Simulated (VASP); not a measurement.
Runs of VASP 6.6.1 on Ca3C8. The structure is that of space group P6/mmm (No. 191), or close to it. The cells are those of the table. 

```tsv
task	spin	cell	cutoff (eV)	gap on the mesh (eV)	pressure (GPa)	largest force (eV/Å)
single point	off	a = 5.291, b = 5.291, c = 4.356 Å, angles 90.0, 90.0, 120.0°, 11 atoms	520	none	0.8	0.01
single point	collinear	a = 4.912, b = 4.912, c = 3.540 Å, angles 90.0, 90.0, 120.0°, 11 atoms	520	none	130.3	1.15
relaxation of cell and atoms	off	relaxed from a = 4.912, b = 4.912, c = 3.540 Å, angles 90.0, 90.0, 120.0°, 11 atoms	600	none	0.0	0.01
single point	off	a = 4.912, b = 4.912, c = 3.540 Å, angles 90.0, 90.0, 120.0°, 11 atoms	520	none	(a)	1.15
```

Alike in all rows: level PBE; potentials or basis VASP PAW PBE potentials, release 64 (Ca_sv, C); k mesh 6 × 6 × 6; smearing gaussian 0.1 eV.

**Question.** Estimate the missing entries.

**Answer.** (a) 130.4.

Caveats: the cell stands under pressure (at least some runs); forces of over 1 eV/Å act on the atoms, so gaps and moduli don't describe the material at rest (at least some runs).

A gap of «none» marks levels without a gap at the run's occupations.
